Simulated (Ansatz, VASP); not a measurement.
AlN in VASP and in Ansatz

The input INCAR:

```
SYSTEM = AlN
PREC = Accurate ; ENCUT = 520
EDIFF = 1E-6 ; ISMEAR = 0
SIGMA = 0.05 ; LREAL = .FALSE.
LASPH = .TRUE. ; NELM = 80
ALGO = Normal ; ISIF = 2
LWAVE = .FALSE. ; LCHARG = .FALSE.
GGA = PE ; NBANDS = 11
```

KPOINTS

```
regular mesh
0
G
  10 10 10
  0 0 0
```

POSCAR

```
AlN
1.0
    0.0000000000      2.1839935596      2.1839935596
    2.1839935596      0.0000000000      2.1839935596
    2.1839935596      2.1839935596      0.0000000000
Al N
1 1
Direct
   -0.0080941949      0.0080941949      0.0000000000
    0.7500000000      0.7500000000      0.7500000000
```

Input for Ansatz:

```yaml
crystal:
  lattice:
    - [0.0, 2.1839935596, 2.1839935596]
    - [2.1839935596, 0.0, 2.1839935596]
    - [2.1839935596, 2.1839935596, 0.0]
  atoms:
    - { symbol: Al, position: [-0.0080941949, 0.0080941949, 0.0] }
    - { symbol: "N", position: [0.75, 0.75, 0.75] }
basis:
  ecutwfc: 420
kpoints:
  mp_grid: { grid: [10, 10, 10] }
hamiltonian:
  xc: pbe
scf:
  occupations: { method: gaussian, width: 0.05 }
output:
  forces: true
  stress: true
  eigenvalues: true
```

Change from the starting cell: all Al atoms moved +0.025 Å, as atom 1 along Cartesian [1 -1 0].

Alike in both runs: task single point; functional PBE; k mesh 10 × 10 × 10; occupations gaussian, width 0.05 eV; no spin polarisation.

|  | VASP | Ansatz |
| --- | --- | --- |
| version | VASP 6.6.1 | Ansatz 0.2.0 |
| potentials or method | VASP PAW PBE potentials, release 64 (Al, N), cutoff 520 eV | scalar-relativistic, plane waves, PAW |
| valence electrons in the cell | 8 | 8 |

```csv
,VASP,Ansatz,Ansatz less VASP
gap on the k mesh at the Fermi level (eV),3.25,3.26,+0.008
least direct gap on the mesh (eV),4.13,4.12,-0.010
pressure (GPa),4.7,4.9,+0.28
"traceless stress, the component that is largest in VASP (GPa)",1.27,1.26,-0.007
rms of the force components (eV/Å),0.213,0.212,-0.0007
```

Atom by atom the forces differ by 0.001 eV/Å (rms over components).
